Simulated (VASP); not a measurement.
# Ti3Si (P6_3/mmc) in VASP: notebook, part 2 of 2

VASP 6.6.1.

### Step 3. Single point, r2SCAN

This run uses another cell than the first one, of 15.67 Å³/atom.

Contents of POSCAR:

```
Ti3Si
1.0
    5.6560851657      0.0000000000      0.0000000000
   -2.8280425829      4.8983134394      0.0000000000
    0.0000000000      0.0000000000      4.5250422631
Ti Si
6 2
Direct
    0.3437006899      0.1718503449      0.7500000000
    0.8281496551      0.1718503449      0.7500000000
    0.8281496551      0.6562993101      0.7500000000
    0.6562993101      0.8281496551      0.2500000000
    0.1718503449      0.8281496551      0.2500000000
    0.1718503449      0.3437006899      0.2500000000
    0.3333333333      0.6666666667      0.7500000000
    0.6666666667      0.3333333333      0.2500000000
```

Contents of INCAR.step1:

```
  ALGO = Normal
  EDIFF = 1E-4
  ENCUT = 520
  GGA = PE
  ISMEAR = 0
  LASPH = T
  LCHARG = F
  LREAL = F
  LWAVE = T
  NBANDS = 50
  NELM = 100
  PREC = Accurate
  SIGMA = 0.1
```

Contents of INCAR.step2:

```
  ALGO = Normal
  EDIFF = 1E-6
  ENCUT = 520
  ISIF = 2
  ISMEAR = 0
  ISTART = 1
  LASPH = T
  LCHARG = F
  LMIXTAU = T
  LREAL = F
  LWAVE = F
  METAGGA = R2SCAN
  NBANDS = 50
  NELM = 100
  PREC = Accurate
  SIGMA = 0.1
```

Contents of KPOINTS:

```
k-points
0
Gamma
  6 6 8
```

Potentials or basis: VASP PAW PBE potentials, release 64 (Ti_sv, Si).

Launch:

```bash
cat potpaw_PBE.64/Ti_sv/POTCAR potpaw_PBE.64/Si/POTCAR > POTCAR
cp INCAR.step1 INCAR
mpirun -np 1 vasp_std > vasp.out
cp INCAR.step2 INCAR
mpirun -np 1 vasp_std > vasp.out
```

OUTCAR:

```text
EDIFF = 1E-6
   ENCUT = 520
   ISIF = 2
   ISMEAR = 0
   ISTART = 1
   LASPH = T
   LREAL = F
   METAGGA = R2SCAN
   NELM = 100
   PREC = Accurate

 ion  position               nearest neighbor table
   1  0.344  0.172  0.750-   3 2.74   2 2.74   8 2.76   8 2.76   5 2.82   5 2.82   6 2.82   6 2.82
                             7 2.83   7 2.83   3 2.92   2 2.92
   2  0.828  0.172  0.750-   3 2.74   1 2.74   8 2.76   8 2.76   4 2.82   4 2.82   6 2.82   6 2.82
                             7 2.83   7 2.83   3 2.92   1 2.92
   3  0.828  0.656  0.750-   1 2.74   2 2.74   8 2.76   8 2.76   5 2.82   5 2.82   4 2.82   4 2.82
                             7 2.83   7 2.83   1 2.92   2 2.92
   4  0.656  0.828  0.250-   6 2.74   5 2.74   7 2.76   7 2.76   2 2.82   2 2.82   3 2.82   3 2.82
                             8 2.83   8 2.83   6 2.92   5 2.92
   5  0.172  0.828  0.250-   6 2.74   4 2.74   7 2.76   7 2.76   1 2.82   1 2.82   3 2.82   3 2.82
                             8 2.83   8 2.83   6 2.92   4 2.92
   6  0.172  0.344  0.250-   4 2.74   5 2.74   7 2.76   7 2.76   2 2.82   2 2.82   1 2.82   1 2.82
                             8 2.83   8 2.83   4 2.92   5 2.92
   7  0.333  0.667  0.750-   6 2.76   6 2.76   4 2.76   4 2.76   5 2.76   5 2.76   1 2.83   3 2.83
                             2 2.83   2 2.83   1 2.83   3 2.83
   8  0.667  0.333  0.250-   3 2.76   3 2.76   1 2.76   1 2.76   2 2.76   2 2.76   4 2.83   6 2.83
                             5 2.83   5 2.83   4 2.83   6 2.83

  LATTYP: Found a hexagonal cell.
 ALAT       =     5.6560851657
 C/A-ratio  =     0.8000307864

  Lattice vectors:

 A1 = (   5.6560851657,   0.0000000000,   0.0000000000)
 A2 = (  -2.8280425829,   4.8983134394,   0.0000000000)
 A3 = (   0.0000000000,   0.0000000000,   4.5250422631)

Analysis of symmetry for initial positions (statically):
=====================================================================
 Subroutine PRICEL returns:
 Original cell was already a primitive cell.

 Routine SETGRP: Setting up the symmetry group for a
 hexagonal supercell.

 Subroutine GETGRP returns: Found 24 space group operations
 (whereof 12 operations were pure point group operations)
[... 158 lines left out ...]
   IVDW    =     0    specifies the selected vdW correction
   LEPSILON=     F    determine dielectric tensor
   LRPA    =     F    only Hartree local field effects (RPA)
 non-spin polarized calculation
 Gauss-broadening in eV      SIGMA  =   0.10
  energy-cutoff  :      520.00
  volume of cell :      125.37
 maximum number of plane-waves:      3403
   NGX = 21   NGY = 21   NGZ = 17

 number of electron      80.0000004 magnetization

 Free energy of the ion-electron system (eV)
  ---------------------------------------------------
  ext. energy  EPLUGINS =         0.00000000
  ---------------------------------------------------
  free energy    TOTEN  =       -99.12263619 eV

  energy without entropy =      -99.08891929  energy(sigma->0) =      -99.10577774

 E-fermi :   9.4344     XC(G=0): -12.5813

 val. band max:        9.4331096492   @ k =   0.3333   0.1667   0.2500
 cond. band min:       9.4786444547   @ k =   0.3333   0.1667   0.0000
 fundamental gap:      0.0455348054
 Fermi energy:         9.4343774932

 k-point     1 :       0.0000    0.0000    0.0000
  band No.  band energies     occupation
      1     -49.7195      2.00000
      2     -49.5963      2.00000
      3     -49.5927      2.00000
      4     -49.5927      2.00000
      5     -49.5340      2.00000
      6     -49.5340      2.00000
[... 1261 lines left out ...]
     49      11.3040      0.00000
     50      11.3488      0.00000

 [... further k-points ...]

------------------------ aborting loop because EDIFF is reached ----------------------------------------

  FORCE on cell =-STRESS in cart. coord.  units (eV):
  Direction    XX          YY          ZZ          XY          YZ          ZX
  --------------------------------------------------------------------------------------
  -------------------------------------------------------------------------------------
  Total       -1.2570515     -1.2570515     -1.2395882      0.0000000     -0.0000000      0.0000000
  in kB      -16.0649180    -16.0649180    -15.8417398      0.0000000     -0.0000000      0.0000000
  external PRESSURE =     -15.9905252 kB  Pullay stress =       0.0000000 kB

 VOLUME and BASIS-vectors are now :
 -----------------------------------------------------------------------------
  energy-cutoff  :      520.00
  volume of cell :      125.37
      direct lattice vectors                 reciprocal lattice vectors
     5.656085166  0.000000000  0.000000000     0.176800732  0.102075950  0.000000000
    -2.828042583  4.898313439  0.000000000     0.000000000  0.204151901  0.000000000
     0.000000000  0.000000000  4.525042263     0.000000000  0.000000000  0.220992411

 POSITION                                       TOTAL-FORCE (eV/Angst)
 -----------------------------------------------------------------------------------
      1.45800      0.84178      3.39378        -0.004844     -0.002797      0.000000
      4.19808      0.84178      3.39378         0.004844     -0.002797      0.000000
      2.82804      3.21476      3.39378        -0.000000      0.005593     -0.000000
      1.37004      4.05654      1.13126         0.004844      0.002797     -0.000000
     -1.37004      4.05654      1.13126        -0.004844      0.002797      0.000000
     -0.00000      1.68355      1.13126         0.000000     -0.005593      0.000000
     -0.00000      3.26554      3.39378        -0.000000     -0.000000      0.000000
      2.82804      1.63277      1.13126        -0.000000      0.000000      0.000000
 -----------------------------------------------------------------------------------
    total drift:                               -0.000000      0.000000     -0.000000

  FREE ENERGIE OF THE ION-ELECTRON SYSTEM (eV)
  ---------------------------------------------------
  free  energy   TOTEN  =       -99.1226361944 eV

  energy  without entropy=      -99.0889192859  energy(sigma->0) =      -99.10577774
```

OUTCAR.step1:

```text
EDIFF = 1E-4
   ENCUT = 520
   GGA = PE
   ISMEAR = 0
[... 1527 lines left out ...]
     -1.37004      4.05654      1.13126        -0.037151      0.021449      0.000000
     -0.00000      1.68355      1.13126         0.000000     -0.042898      0.000000
     -0.00000      3.26554      3.39378        -0.000000      0.000000      0.000000
      2.82804      1.63277      1.13126        -0.000000      0.000000      0.000000
 -----------------------------------------------------------------------------------
    total drift:                               -0.000000      0.000000     -0.000000

  FREE ENERGIE OF THE ION-ELECTRON SYSTEM (eV)
  ---------------------------------------------------
  free  energy   TOTEN  =       -61.5883143652 eV

  energy  without entropy=      -61.5525140785  energy(sigma->0) =      -61.57041422
```

Run time: 25 min. Hardware: 1 thread of Oxide Virtual Turin-like, shared host; peak memory 0.31 GiB.

What came out:

- Free energy: -99.1226 eV
- Pressure: -1.6 GPa
- Largest force: 0.006 eV/Å
- Band gap on the k mesh: zero (bands 40 and 41 overlap by 0.38 eV)

Forces in eV/Å, atoms in the order of the input:
```
Ti  -0.005 -0.003  0.000
Ti   0.005 -0.003  0.000
Ti   0.000  0.006  0.000
Ti   0.005  0.003  0.000
Ti  -0.005  0.003  0.000
Ti   0.000 -0.006  0.000
Si   0.000  0.000  0.000
Si   0.000  0.000  0.000
```

Levels at points of the mesh, in eV from the Fermi level:
```csv
k point,band 38,band 39,band 40,band 41,band 42,band 43
"(0.00, 0.00, 0.00)",-1.42,-0.90,-0.47,0.49,0.49,0.59
"(0.50, 0.00, 0.00)",-0.78,-0.77,0.07,0.35,0.44,0.63
"(0.00, 0.00, 0.50)",-1.30,-0.58,-0.58,-0.04,-0.04,-0.04
"(0.50, 0.00, 0.50)",-0.52,-0.33,-0.33,-0.06,-0.06,0.53
```

Caveat: the PAW data sets were made with another functional, which shifts forces and pressure a little.

The gap in the log of VASP goes by the Fermi energy; the results here count the filled bands.